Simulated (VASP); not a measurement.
## LiVO2: single point with LDA+U

LiVO2:

```
Li V O
1.0
     1.41865    0.81906    4.92447
    -1.41865    0.81906    4.92447
     0.00000   -1.63812    4.92447
Li V O
1 1 2
Direct
  0.00000 0.00000 0.00000
  0.50000 0.50000 0.50000
  0.24180 0.24180 0.24180
  0.75820 0.75820 0.75820
```

```
Program                : VASP 6.6.1
Task                   : single point
Functional             : LDA
Potentials or basis    : VASP PAW LDA potentials, release 64 (Li_sv, V_sv, O)
Cutoff                 : 520 eV
k mesh                 : 8 × 8 × 8
Occupations            : gaussian, width 0.05 eV
Spin                   : collinear spin, ferromagnetic start
Starting moments       : [0.0, 2.0, 0.0, 0.0] μB
Hubbard terms          : V d U = 4.0 eV
Dipole correction      : no
Further INCAR settings : ALGO = Fast; EDIFF = 1e-06; NBANDS = 26
```

| Property | Result |
| --- | --- |
| Largest force | 1.030 eV/Å |
| Band gap on the k mesh | 1.63 eV |
| Net moment | 2.00 μB per cell |
| Site moments | Li -0.00; V +1.85; O +0.02 μB |
| Valence electrons inside the program's atomic spheres | Li 2.08; V 11.63; O 5.08 |

Forces in eV/Å, atoms in the order of the input:
```
Li   0.000  0.000  0.000
V    0.000  0.000  0.000
O    0.000  0.000  1.030
O    0.000  0.000 -1.030
```

Levels at points of the mesh, in eV from the valence-band top:
Spin up:
| k point | band 11 | band 12 | band 13 | band 14 | band 15 | band 16 | band 17 | band 18 | band 19 | band 20 |
| --- | --- | --- | --- | --- | --- | --- | --- | --- | --- | --- |
| (0.00, 0.00, 0.00) | -2.82 | -2.28 | -2.28 | -1.46 | -1.46 | 1.90 | 4.23 | 4.23 | 5.15 | 7.23 |
| (0.50, 0.00, 0.00) | -4.93 | -3.72 | -3.18 | -0.97 | -0.01 | 2.28 | 4.31 | 4.33 | 8.68 | 9.64 |
| (0.50, 0.50, 0.00) | -4.37 | -3.76 | -3.43 | -1.32 | 0.00 | 2.26 | 4.50 | 4.84 | 6.37 | 10.97 |
| (0.50, 0.50, 0.50) | -4.30 | -2.34 | -2.34 | -1.44 | -1.44 | 2.02 | 4.22 | 4.22 | 6.35 | 7.38 |
Spin down:
```csv
k point,band 10,band 11,band 12,band 13,band 14,band 15,band 16,band 17
"(0.00, 0.00, 0.00)",-4.27,-2.77,-2.19,-2.19,3.06,3.37,3.37,5.31
"(0.50, 0.00, 0.00)",-5.09,-4.37,-3.60,-3.04,2.00,4.54,5.08,5.41
"(0.50, 0.50, 0.00)",-4.18,-4.01,-3.67,-3.30,1.63,4.55,5.11,5.72
"(0.50, 0.50, 0.50)",-4.23,-4.23,-2.25,-2.25,3.12,3.37,3.37,5.30
```

Eigenvalues of the final occupation matrices:
| site | spin | trace | eigenvalues |
| --- | --- | --- | --- |
| site 2 d | 1 | 2.46 | 0.12 0.26 0.26 0.91 0.91 |
| site 2 d | 2 | 0.63 | 0.06 0.06 0.07 0.22 0.22 |

Run time: 5.9 min on 1 thread of Intel(R) Xeon(R) Platinum 8488C (Sapphire Rapids), with other jobs on the host, peak memory 0.28 GiB.

Caveat: forces of over 1 eV/Å act on the atoms, so gaps and moduli don't describe the material at rest. The state reached can hang on the start; a lower one may exist.
